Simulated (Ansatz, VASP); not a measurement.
One calculation of BeCdS4, two programs

The input INCAR:

```
PREC = Accurate
ENCUT = 630
EDIFF = 1E-7
ISMEAR = 0
SIGMA = 0.2
LREAL = F
LASPH = T
NELM = 120
ALGO = Normal
ISIF = 3
LWAVE = F
LCHARG = F
GGA = PE
IBRION = 2
NSW = 36
EDIFFG = -0.08
GGA_COMPAT = F
NELMIN = 4
```

The input KPOINTS:

```
Automatic mesh
0
Gamma
  3 3 4
```

File POSCAR:

```
BeCdS4
1.0
    5.9086360500      0.0000000000      0.0000000000
    0.0000000000      5.9086360500      0.0000000000
    0.0000000000      0.0000000000      4.1591029800
Be Cd S
1 1 4
Direct
    0.0000000000      0.0000000000      0.4580550600
    0.5000000000      0.5000000000      0.5826593700
    0.0887461400      0.6622123600      0.4183964600
    0.9112538600      0.3377876400      0.4183964600
    0.3377876400      0.0887461400      0.4183964600
    0.6622123600      0.9112538600      0.4183964600
```

Input for Ansatz:

```yaml
crystal:
  lattice:
    - [5.90863605, 0.0, 0.0]
    - [0.0, 5.90863605, 0.0]
    - [0.0, 0.0, 4.15910298]
  atoms:
    - { symbol: Be, position: [0.0, 0.0, 0.45805506] }
    - { symbol: Cd, position: [0.5, 0.5, 0.58265937] }
    - { symbol: S, position: [0.08874614, 0.66221236, 0.41839646] }
    - { symbol: S, position: [0.91125386, 0.33778764, 0.41839646] }
    - { symbol: S, position: [0.33778764, 0.08874614, 0.41839646] }
    - { symbol: S, position: [0.66221236, 0.91125386, 0.41839646] }
basis:
  ecutwfc: 420
kpoints:
  mp_grid: { grid: [3, 3, 4] }
hamiltonian:
  xc: pbe
scf:
  occupations: { method: gaussian, width: 0.2 }
  lower_state_search: "off"
output:
  forces: true
  stress: true
  eigenvalues: true
relax:
  adjacent_minimum: "off"
  f_tol: 0.08
  max_steps: 16
  cell: { stress_tol: 0.8 }
```

Alike in both runs: task relaxation of cell and atoms; functional PBE; k mesh 3 × 3 × 4; occupations gaussian, width 0.2 eV; no spin polarisation.

```csv
,VASP,Ansatz
version,VASP 6.6.1,Ansatz 0.2.0
potentials or method,"VASP PAW PBE potentials, release 64 (Be, Cd_sv_GW, S), cutoff 630 eV","scalar-relativistic, plane waves, PAW"
valence electrons in the cell,46,46
```

```csv
,VASP,Ansatz,Ansatz less VASP
relaxed volume (Å³/atom),24.91,19.89,-5.021
relaxed length of the cell vector where the two differ most in proportion (Å),4.464,3.822,-0.6415
```

One of these differences is far larger than is usual between the two programs; its cause wasn't traced.
